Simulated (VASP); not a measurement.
## ZnS: single point with PBEsol

The system is ZnS.

```
CELL_PARAMETERS angstrom
0.00000 2.63776 2.63776
2.63776 0.00000 2.63776
2.63776 2.63776 0.00000
ATOMIC_POSITIONS crystal
Zn 0.75000 0.75000 0.75000
S 0.00000 0.00000 0.00000
```

- Program: VASP 6.6.1
- Task: single point
- Functional: PBEsol
- Potentials or basis: VASP PAW PBE potentials, release 64 (Zn, S)
- Cutoff: 520 eV
- k mesh: 8 × 8 × 8
- Occupations: gaussian, width 0.01 eV
- Spin: no spin polarisation

The pressure is 4.2 GPa. The band gap on the k mesh is 2.30 eV, direct.

Levels at points of the mesh, in eV from the valence-band top:
```
           k point  band 5  band 6  band 7  band 8  band 9  band 10  band 11  band 12  band 13  band 14
(0.00, 0.00, 0.00)   -6.11   -6.11    0.00    0.00    0.00     2.30     6.25     6.25     6.25    11.82
(0.50, 0.00, 0.00)   -6.07   -5.94   -5.80   -0.99   -0.99     3.33     6.78     6.78     8.95    12.31
(0.50, 0.50, 0.00)   -6.01   -5.87   -4.90   -2.53   -2.53     3.07     3.93    11.37    12.38    12.38
```

It took 27 s on 1 thread of Intel Xeon 8259CL, with other jobs on the host, peak memory 0.16 GiB.

Caveat: the PAW data sets were made with another functional, which shifts forces and pressure a little. Expect the measured gap to be larger: semilocal functionals such as PBEsol lack the derivative discontinuity.
